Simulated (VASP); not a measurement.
# BaScO2F (P4/mmm) in VASP: notebook

Runs on BaScO2F. Level: LDA. Tasks: single point.

Program: VASP 6.6.1. These are calculated values, not measurements. Logs are shortened: lines on timing, memory, paths and dates and some standing lists are left out, and cuts for length are marked.

## (1) The cell of the first run

Symmetry: P4/mmm, No. 123, tetragonal system. Conventional cell: a = 4.207 Å, b = 4.207 Å, c = 4.254 Å, α = 90.00°, β = 90.00°, γ = 90.00°. Ba (site symmetry 4/mmm) has 4 F at 2.97 Å and 8 O at 2.99 Å and 8 Sc at 3.66 Å within 3.9 Å. Sc (site symmetry 4/mmm) has 4 O at 2.10 Å and 2 F at 2.13 Å within 2.8 Å. O (site symmetry mmm) has 2 Sc at 2.10 Å within 2.8 Å. F (site symmetry 4/mmm) has 2 Sc at 2.13 Å within 2.8 Å.

## (2) Single point, LDA (strain +0.0100 x Voigt [0, 0, 1, 0, 0, 0])

File INCAR:

```
SYSTEM = BaScO2F
ALGO = Normal
EDIFF = 1E-6
ENCUT = 910
GGA = CA
GGA_COMPAT = .False.
ISIF = 2
ISMEAR = 0
LASPH = .True.
LCHARG = .False.
LREAL = .False.
LWAVE = .False.
NBANDS = 28
NELM = 120
PREC = Accurate
SIGMA = 0.05
```

File KPOINTS:

```
k-points
0
Gamma
  6 6 6
  0 0 0
```

File POSCAR:

```
BaScO2F
1.0
    4.2069470000      0.0000000000      0.0000000000
    0.0000000000      4.2069470000      0.0000000000
    0.0000000000      0.0000000000      4.2535271300
Ba Sc O F
1 1 2 1
Direct
    0.5000000000      0.5000000000      0.5000000000
    0.0000000000      0.0000000000      0.0000000000
    0.5000000000      0.0000000000      0.0000000000
    0.0000000000      0.5000000000      0.0000000000
    0.0000000000      0.0000000000      0.5000000000
```

Potentials or basis: VASP PAW LDA potentials, release 64 (Ba_sv, Sc_sv, O_h, F_h).

Launch:

```console
> cat potpaw_LDA.64/Ba_sv/POTCAR potpaw_LDA.64/Sc_sv/POTCAR potpaw_LDA.64/O_h/POTCAR potpaw_LDA.64/F_h/POTCAR > POTCAR
> mpirun -np 1 vasp_std > vasp.out
```

OUTCAR:

```text
SYSTEM = BaScO2F
   EDIFF = 1E-6
   ENCUT = 910
   GGA = CA
   ISIF = 2
   ISMEAR = 0
   LASPH = .True.
   LREAL = .False.
   NELM = 120
   PREC = Accurate

 ion  position               nearest neighbor table
   1  0.500  0.500  0.500-   5 2.97   5 2.97   5 2.97   5 2.97   4 2.99   3 2.99   4 2.99   3 2.99
                             4 2.99   3 2.99   4 2.99   3 2.99   2 3.66   2 3.66   2 3.66   2 3.66
   2  0.000  0.000  0.000-   3 2.10   4 2.10   4 2.10   3 2.10   5 2.13   5 2.13   1 3.66   1 3.66
                             1 3.66   1 3.66   1 3.66   1 3.66   1 3.66   1 3.66
   3  0.500  0.000  0.000-   2 2.10   2 2.10   1 2.99   1 2.99   1 2.99   1 2.99
   4  0.000  0.500  0.000-   2 2.10   2 2.10   1 2.99   1 2.99   1 2.99   1 2.99
   5  0.000  0.000  0.500-   2 2.13   2 2.13   1 2.97   1 2.97   1 2.97   1 2.97

  LATTYP: Found a simple tetragonal cell.
 ALAT       =     4.2069470000
 C/A-ratio  =     1.0110721932

  Lattice vectors:

 A1 = (   4.2069470000,   0.0000000000,   0.0000000000)
 A2 = (   0.0000000000,   4.2069470000,   0.0000000000)
 A3 = (   0.0000000000,   0.0000000000,   4.2535271300)

Analysis of symmetry for initial positions (statically):
=====================================================================
 Subroutine PRICEL returns:
 Original cell was already a primitive cell.

 Routine SETGRP: Setting up the symmetry group for a
 simple tetragonal supercell.

 Subroutine GETGRP returns: Found 16 space group operations
 (whereof 16 operations were pure point group operations)
 out of a pool of 16 trial point group operations.

The static configuration has the point symmetry D_4h.

Analysis of symmetry for dynamics (positions and initial velocities):
=====================================================================
 Subroutine PRICEL returns:
 Original cell was already a primitive cell.

 Routine SETGRP: Setting up the symmetry group for a
 simple tetragonal supercell.

 Subroutine GETGRP returns: Found 16 space group operations
 (whereof 16 operations were pure point group operations)
 out of a pool of 16 trial point group operations.

The dynamic configuration has the point symmetry D_4h.

 Subroutine INISYM returns: Found 16 space group operations
 (whereof 16 operations are pure point group operations),
 and found     1 'primitive' translations

----------------------------------------------------------------------------------------

                                     Primitive cell

  volume of cell :      75.2806

  direct lattice vectors                    reciprocal lattice vectors
     4.206947000  0.000000000  0.000000000     0.237702068  0.000000000  0.000000000
     0.000000000  4.206947000  0.000000000     0.000000000  0.237702068  0.000000000
     0.000000000  0.000000000  4.253527130     0.000000000  0.000000000  0.235099006

  length of vectors
     4.206947000  4.206947000  4.253527130     0.237702068  0.237702068  0.235099006

  position of ions in fractional coordinates (direct lattice)
     0.500000000  0.500000000  0.500000000
     0.000000000  0.000000000  0.000000000
     0.500000000  0.000000000  0.000000000
     0.000000000  0.500000000  0.000000000
     0.000000000  0.000000000  0.500000000

  ion indices of the primitive-cell ions
   primitive index   ion index
                 1           1
                 2           2
                 3           3
                 4           4
                 5           5

----------------------------------------------------------------------------------------

 KPOINTS: k-points

Automatic generation of k-mesh.
 Grid dimensions read from file:
 generate k-points for:    6    6    6

 Generating k-lattice:

  Cartesian coordinates                     Fractional coordinates (reciprocal lattice)
     0.039617011  0.000000000  0.000000000     0.166666667  0.000000000  0.000000000
     0.000000000  0.039617011  0.000000000     0.000000000  0.166666667  0.000000000
     0.000000000  0.000000000  0.039183168     0.000000000  0.000000000  0.166666667

  Length of vectors
     0.039617011  0.039617011  0.039183168

  Shift w.r.t. Gamma in fractional coordinates (k-lattice)
     0.000000000  0.000000000  0.000000000

 Subroutine IBZKPT returns following result:
 ===========================================

 Found     40 irreducible k-points:

 Following reciprocal coordinates:
            Coordinates               Weight
  0.000000  0.000000  0.000000      1.000000
  0.166667  0.000000  0.000000      4.000000
  0.333333  0.000000  0.000000      4.000000
  0.500000  0.000000  0.000000      2.000000
  0.166667  0.166667  0.000000      4.000000
  0.333333  0.166667  0.000000      8.000000
[... 16 lines left out ...]
  0.333333  0.000000  0.333333      8.000000
  0.500000  0.000000  0.333333      4.000000
 [... further k-points ...]
   k-points           NKPTS =     40   k-points in BZ     NKDIM =     40   number of bands    NBANDS=     28
   number of dos      NEDOS =    301   number of ions     NIONS =      5
   total plane-waves  NPLWV =  74088
   dimension x,y,z NGX =    42 NGY =   42 NGZ =   42
   dimension x,y,z NGXF=    84 NGYF=   84 NGZF=   84
   ions per type =               1   1   2   1
   NGX,Y,Z   is equivalent  to a cutoff of  16.60, 16.60, 16.42 a.u.
   NGXF,Y,Z  is equivalent  to a cutoff of  33.19, 33.19, 32.83 a.u.
 SYSTEM =  BaScO2F
   PREC   = accura    normal or accurate (medium, high low for compatibility)
   ISTART =      0    job   : 0-new  1-cont  2-samecut
   ICHARG =      2    charge: 1-file 2-atom 10-const
   ISPIN  =      1    spin polarized calculation?
   LNONCOLLINEAR =      F non collinear calculations
   LSORBIT =      F    spin-orbit coupling
   LASPH  =      T    aspherical Exc in radial PAW
   ENCUT  =  910.0 eV  66.88 Ry    8.18 a.u.  10.35 10.35 10.46*2*pi/ulx,y,z
   NELM   =    120;   NELMIN=  2; NELMDL= -5     # of ELM steps
   EDIFF  = 0.1E-05   stopping-criterion for ELM
   LREAL  =      F    real-space projection
   EDIFFG = 0.1E-04   stopping-criterion for IOM
   NSW    =      0    number of steps for IOM
   IBRION =     -1    ionic relax: 0-MD 1-quasi-New 2-CG
   NFREE  =      0    steps in history (QN), initial steepest desc. (CG)
   ISIF   =      2    stress and relaxation
   ISYM   =      2    0-nonsym 1-usesym 2-fastsym
[... 6 lines left out ...]
   EFERMI =   0.00;   METHOD = LEGACY
   ISMEAR =     0;   SIGMA  =   0.05  broadening in eV -4-tet -1-fermi 0-gaus
   EFERMI_NEDOS =   21; number of points for ismear=-14 and -15
   IALGO  =     38    algorithm
   IMIX   =      4    mixing-type and parameters
     AMIX     =   0.40;   BMIX     =  1.00
     AMIX_MAG =   1.60;   BMIX_MAG =  1.00
  volume/ion in A,a.u.               =      15.06       101.60
  Fermi-wavevector in a.u.,A,eV,Ry     =   1.325970  2.505720 23.921719  1.758197
  Thomas-Fermi vector in A             =   2.455392
   LORBIT       =      0    0 simple, 1 ext, 2 COOP (PROOUT), +10 PAW based schemes
   GGA     = CA    functional components
   LHFCALC =     F    Hartree Fock is set to
   AEXX    =    0.0000 exact exchange contribution
   IVDW    =     0    specifies the selected vdW correction
   LEPSILON=     F    determine dielectric tensor
   LRPA    =     F    only Hartree local field effects (RPA)
 non-spin polarized calculation
 Gauss-broadening in eV      SIGMA  =   0.05
  energy-cutoff  :      910.00
  volume of cell :       75.28
 maximum number of plane-waves:      4717
 NGX is ok and might be reduce to    42
   NGX = 21   NGY = 21   NGZ = 21

 number of electron      39.9999995 magnetization

 Free energy of the ion-electron system (eV)
  ---------------------------------------------------
  ext. energy  EPLUGINS =         0.00000000
  ---------------------------------------------------
  free energy    TOTEN  =       -40.14050946 eV

  energy without entropy =      -40.14050946  energy(sigma->0) =      -40.14050946

 E-fermi :   3.1594     XC(G=0): -10.8617

 val. band max:        2.8500761418   @ k =   0.5000   0.5000   0.5000
 cond. band min:       5.6813739987   @ k =   0.0000   0.0000   0.0000
 fundamental gap:      2.8312978568
 Fermi energy:         3.1593914871

 k-point     1 :       0.0000    0.0000    0.0000
  band No.  band energies     occupation
      1     -44.6543      2.00000
      2     -23.9295      2.00000
      3     -23.5768      2.00000
      4     -23.5768      2.00000
      5     -23.4122      2.00000
      6     -20.8846      2.00000
[... 20 lines left out ...]
     27       8.1342      0.00000
     28       8.5949      0.00000

 k-point     2 :       0.1667    0.0000    0.0000
  band No.  band energies     occupation
      1     -44.6539      2.00000
      2     -23.9287      2.00000
      3     -23.6262      2.00000
      4     -23.5760      2.00000
      5     -23.3678      2.00000
      6     -20.9026      2.00000
[... 20 lines left out ...]
     27       8.3491      0.00000
     28       9.0849      0.00000

 k-point     3 :       0.3333    0.0000    0.0000
  band No.  band energies     occupation
      1     -44.6531      2.00000
      2     -23.9271      2.00000
      3     -23.7001      2.00000
      4     -23.5744      2.00000
      5     -23.3020      2.00000
      6     -20.9397      2.00000
[... 20 lines left out ...]
     27       8.9864      0.00000
     28       9.5508      0.00000

 k-point     4 :       0.5000    0.0000    0.0000
  band No.  band energies     occupation
      1     -44.6526      2.00000
      2     -23.9263      2.00000
      3     -23.7321      2.00000
      4     -23.5736      2.00000
      5     -23.2730      2.00000
      6     -20.9589      2.00000
[... 20 lines left out ...]
     27       9.3540      0.00000
     28       9.4162      0.00000

 k-point     5 :       0.1667    0.1667    0.0000
  band No.  band energies     occupation
      1     -44.6535      2.00000
      2     -23.9279      2.00000
      3     -23.6339      2.00000
      4     -23.6021      2.00000
      5     -23.3412      2.00000
      6     -20.9151      2.00000
[... 20 lines left out ...]
     27       8.7876      0.00000
     28       9.4071      0.00000

 k-point     6 :       0.3333    0.1667    0.0000
  band No.  band energies     occupation
      1     -44.6526      2.00000
      2     -23.9264      2.00000
      3     -23.6896      2.00000
      4     -23.6033      2.00000
      5     -23.2971      2.00000
      6     -20.9411      2.00000
[... 463 lines left out ...]
      5     -23.3216      2.00000
      6     -20.3706      2.00000
[... 20 lines left out ...]
     27       8.8734      0.00000
     28       9.2948      0.00000

 k-point    22 :       0.1667    0.0000    0.3333
  band No.  band energies     occupation
      1     -44.6518      2.00000
      2     -24.2858      2.00000
      3     -23.6050      2.00000
      4     -23.5735      2.00000
      5     -23.3129      2.00000
      6     -20.3826      2.00000
[... 20 lines left out ...]
     27       9.1880      0.00000
     28       9.4338      0.00000

 k-point    23 :       0.3333    0.0000    0.3333
  band No.  band energies     occupation
      1     -44.6509      2.00000
      2     -24.2662      2.00000
      3     -23.6632      2.00000
      4     -23.5720      2.00000
      5     -23.2980      2.00000
      6     -20.4071      2.00000
[... 20 lines left out ...]
     27       9.4842      0.00000
     28       9.7098      0.00000

 k-point    24 :       0.5000    0.0000    0.3333
  band No.  band energies     occupation
      1     -44.6505      2.00000
      2     -24.2563      2.00000
      3     -23.6911      2.00000
      4     -23.5712      2.00000
      5     -23.2911      2.00000
      6     -20.4196      2.00000
[... 20 lines left out ...]
     27       9.8914      0.00000
     28      10.4580      0.00000

 [... further k-points ...]

------------------------ aborting loop because EDIFF is reached ----------------------------------------

  FORCE on cell =-STRESS in cart. coord.  units (eV):
  Direction    XX          YY          ZZ          XY          YZ          ZX
  --------------------------------------------------------------------------------------
  -------------------------------------------------------------------------------------
  Total       -4.2645943     -4.2645943     -4.9652599      0.0000000      0.0000000      0.0000000
  in kB      -90.7622014    -90.7622014   -105.6742764      0.0000000      0.0000000      0.0000000
  external PRESSURE =     -95.7328930 kB  Pullay stress =       0.0000000 kB

 VOLUME and BASIS-vectors are now :
 -----------------------------------------------------------------------------
  energy-cutoff  :      910.00
  volume of cell :       75.28
      direct lattice vectors                 reciprocal lattice vectors
     4.206947000  0.000000000  0.000000000     0.237702068  0.000000000  0.000000000
     0.000000000  4.206947000  0.000000000     0.000000000  0.237702068  0.000000000
     0.000000000  0.000000000  4.253527130     0.000000000  0.000000000  0.235099006

 POSITION                                       TOTAL-FORCE (eV/Angst)
 -----------------------------------------------------------------------------------
      2.10347      2.10347      2.12676         0.000000      0.000000      0.000000
      0.00000      0.00000      0.00000         0.000000      0.000000      0.000000
      2.10347      0.00000      0.00000         0.000000      0.000000      0.000000
      0.00000      2.10347      0.00000         0.000000      0.000000      0.000000
      0.00000      0.00000      2.12676         0.000000      0.000000      0.000000
 -----------------------------------------------------------------------------------
    total drift:                                0.000000      0.000000     -0.000000

  FREE ENERGIE OF THE ION-ELECTRON SYSTEM (eV)
  ---------------------------------------------------
  free  energy   TOTEN  =       -40.1405094615 eV

  energy  without entropy=      -40.1405094615  energy(sigma->0) =      -40.14050946
```

It took 3 min on 1 thread of Intel Xeon Platinum 8375C at 2.90GHz (Ice Lake), shared host; peak memory 0.37 GiB.

What came out:

| Quantity | Value |
| --- | --- |
| Free energy | -40.1405 eV |
| Pressure | -9.6 GPa |
| Band gap on the k mesh | 2.83 eV (least direct gap 3.22 eV) |

Caveat: the cell differs from its parent crystal (strain +0.0100 x Voigt [0, 0, 1, 0, 0, 0]); the cutoff is under 1.25 times the usual one of these potentials, so pressure, stress and relaxed cells hold a basis-set (Pulay) error; the cell stands under tension; spin-orbit coupling is left out, which moves the levels of the heavy elements. A k mesh can miss the band edges.

## (3) Single point, LDA (strain -0.0400 x Voigt [0, 0, 1, 0, 0, 0])

File INCAR:

```
  PREC = Accurate
  ENCUT = 910
  EDIFF = 1E-6
  ISMEAR = 0
  SIGMA = 0.05
  LREAL = False
  LASPH = True
  NELM = 120
  ALGO = Normal
  ISIF = 2
  LWAVE = False
  LCHARG = False
  GGA = CA
  NBANDS = 28
  GGA_COMPAT = False
```

File KPOINTS:

```
regular mesh
0
Gamma
  6 6 6
```

Edit POSCAR of step 2 so:

```diff
@@ -4,3 +4,3 @@
     0.0000000000      4.2069470000      0.0000000000
-    0.0000000000      0.0000000000      4.2535271300
+    0.0000000000      0.0000000000      4.0429564800
 Ba Sc O F
```

Potentials or basis: VASP PAW LDA potentials, release 64 (Ba_sv, Sc_sv, O_h, F_h).

Launch:

```console
> cat potpaw_LDA.64/Ba_sv/POTCAR potpaw_LDA.64/Sc_sv/POTCAR potpaw_LDA.64/O_h/POTCAR potpaw_LDA.64/F_h/POTCAR > POTCAR
> mpirun -np 1 vasp_std > vasp.out
```

It took 2.9 min on 1 thread of Intel Xeon Platinum 8259CL at 2.50GHz (Skylake/Cascade Lake), shared host; peak memory 0.35 GiB.

It converged, with:

```yaml
Free_energy: -40.2574 eV
Pressure: -4.3 GPa
Band_gap_on_the_k_mesh: 3.06 eV (least direct gap 3.37 eV)
```

Stress tensor (GPa, compression positive):
```
-6.82  0.00  0.00
 0.00 -6.82  0.00
 0.00  0.00  0.78
```

Levels at points of the mesh, in eV from the valence-band top:
```csv
k point,band 18,band 19,band 20,band 21,band 22,band 23
"(0.00, 0.00, 0.00)",-0.97,-0.31,-0.31,3.06,3.06,3.13
"(0.50, 0.00, 0.00)",-1.59,-1.43,-1.08,3.39,4.81,4.91
"(0.50, 0.50, 0.00)",-2.31,-2.31,-0.12,4.72,4.82,4.82
"(0.00, 0.00, 0.50)",-2.01,-0.49,-0.49,3.66,4.38,4.38
"(0.50, 0.00, 0.50)",-1.17,-1.03,-0.82,4.06,5.07,5.27
"(0.50, 0.50, 0.50)",-1.11,-1.11,0.00,4.37,5.41,5.41
```

Caveat: the cell differs from its parent crystal (strain -0.0400 x Voigt [0, 0, 1, 0, 0, 0]); the cutoff is under 1.25 times the usual one of these potentials, so pressure, stress and relaxed cells hold a basis-set (Pulay) error; the cell stands under tension; spin-orbit coupling is left out, which moves the levels of the heavy elements. A k mesh can miss the band edges.

## (4) Single point, LDA (strain -0.0100 x Voigt [0, 0, 1, 0, 0, 0])

File INCAR:

```
SYSTEM = BaScO2F
PREC     = Accurate       ! precision mode
ENCUT    = 910            ! plane-wave cutoff, eV
EDIFF    = 1E-6           ! SCF threshold, eV
ISMEAR   = 0              ! smearing method
SIGMA    = 0.05           ! smearing width, eV
LREAL    = .False.        ! projectors in reciprocal space
LASPH    = .True.         ! aspherical terms in the spheres
NELM     = 120            ! most SCF steps
ALGO     = Normal         ! electronic algorithm
ISIF     = 2              ! what is computed and relaxed
LWAVE    = .False.        ! write WAVECAR
LCHARG   = .False.        ! write CHGCAR
GGA      = CA             ! functional
NBANDS   = 28             ! bands
GGA_COMPAT= .False.
```

File KPOINTS:

```
Automatic mesh
0
Gamma
  6 6 6
  0 0 0
```

Edit POSCAR of step 3 so:

```diff
@@ -4,3 +4,3 @@
     0.0000000000      4.2069470000      0.0000000000
-    0.0000000000      0.0000000000      4.0429564800
+    0.0000000000      0.0000000000      4.1692988700
 Ba Sc O F
```

Launch:

```console
> cat potpaw_LDA.64/Ba_sv/POTCAR potpaw_LDA.64/Sc_sv/POTCAR potpaw_LDA.64/O_h/POTCAR potpaw_LDA.64/F_h/POTCAR > POTCAR
> mpirun -np 1 vasp_std > vasp.out
```

Wall time 2.9 min (1 thread of Intel Xeon Platinum 8175M at 2.50GHz (Skylake/Cascade Lake), shared host); peak memory 0.36 GiB.

Results (log left out):

| Item | Value |
| --- | --- |
| Free energy | -40.2186 eV |
| Pressure | -7.8 GPa |
| Band gap on the k mesh | 2.92 eV (least direct gap 3.28 eV) |

Stress tensor (GPa, compression positive):
```
-8.29  0.00  0.00
 0.00 -8.29  0.00
 0.00  0.00 -6.77
```

Levels at points of the mesh, in eV from the valence-band top:
| k point | band 18 | band 19 | band 20 | band 21 | band 22 | band 23 |
| --- | --- | --- | --- | --- | --- | --- |
| (0.00, 0.00, 0.00) | -1.10 | -0.36 | -0.36 | 2.92 | 2.92 | 3.12 |
| (0.50, 0.00, 0.00) | -1.71 | -1.51 | -1.14 | 3.27 | 4.67 | 4.70 |
| (0.50, 0.50, 0.00) | -2.40 | -2.40 | -0.10 | 4.30 | 4.71 | 4.71 |
| (0.00, 0.00, 0.50) | -1.98 | -0.52 | -0.52 | 3.57 | 4.09 | 4.09 |
| (0.50, 0.00, 0.50) | -1.22 | -1.16 | -0.93 | 3.81 | 4.97 | 5.05 |
| (0.50, 0.50, 0.50) | -1.28 | -1.28 | 0.00 | 4.20 | 5.18 | 5.18 |

Caveat: the cell differs from its parent crystal (strain -0.0100 x Voigt [0, 0, 1, 0, 0, 0]); the cutoff is under 1.25 times the usual one of these potentials, so pressure, stress and relaxed cells hold a basis-set (Pulay) error; the cell stands under tension; spin-orbit coupling is left out, which moves the levels of the heavy elements. A k mesh can miss the band edges.

## (5) Overview

```tsv
cell	gap on the mesh (eV)	pressure (GPa)
a = 4.207, b = 4.207, c = 4.254 Å, 5 atoms	2.83	-9.6
a = 4.207, b = 4.207, c = 4.043 Å, 5 atoms	3.06	-4.3
a = 4.207, b = 4.207, c = 4.169 Å, 5 atoms	2.92	-7.8
```

Alike in all rows: task single point; level LDA; potentials or basis VASP PAW LDA potentials, release 64 (Ba_sv, Sc_sv, O_h, F_h); no spin polarisation; k mesh 6 × 6 × 6; cutoff (eV) 910; smearing gaussian 0.05 eV.

Caveats: the cutoff is under 1.25 times the usual one of these potentials, so pressure, stress and relaxed cells hold a basis-set (Pulay) error; the cell stands under tension; spin-orbit coupling is left out, which moves the levels of the heavy elements.

Absolute energies hang on the potentials; compare differences alone.
